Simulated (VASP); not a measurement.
A run of VASP 6.6.1:

INCAR

```
  ALGO = Normal
  EDIFF = 1E-6
  ENCUT = 600
  GGA = PE
  GGA_COMPAT = False
  ISIF = 2
  ISMEAR = 0
  LASPH = True
  LCHARG = False
  LREAL = False
  LWAVE = False
  NBANDS = 29
  NELM = 120
  PREC = Accurate
  SIGMA = 0.15
```

KPOINTS

```
k-points
0
Gamma
  3 3 2
```

File POSCAR:

```
Sb2Te4O
1.0
    4.4983505501      0.0000000000      0.0000000000
    0.0000000000      4.4983505501      0.0000000000
    0.0000000000      0.0000000000      9.0350541490
Sb Te O
2 4 1
Direct
    0.0000000000      0.5000000000      0.2873569108
    0.5000000000      0.0000000000      0.7126430892
    0.5000000000      0.0000000000      0.3878109358
    0.0000000000      0.5000000000      0.6121890642
    0.5000000000      0.5000000000      0.0000000000
    0.0000000000      0.0000000000      0.0000000000
    0.5000000000      0.5000000000      0.5000000000
```

Potentials or basis: VASP PAW PBE potentials, release 64 (Sb, Te, O).

Run with:

```sh
$ cat potpaw_PBE.64/Sb/POTCAR potpaw_PBE.64/Te/POTCAR potpaw_PBE.64/O/POTCAR > POTCAR
$ mpirun -np 1 vasp_std > vasp.out
```

Hardware: 1 thread of Intel Xeon 8259CL (shared host).

Estimate the wall time of this run.

Run time: 83 s on 1 thread of Intel Xeon 8259CL (shared host), peak memory 0.31 GiB. Counts: scf iterations 20, k points 6.
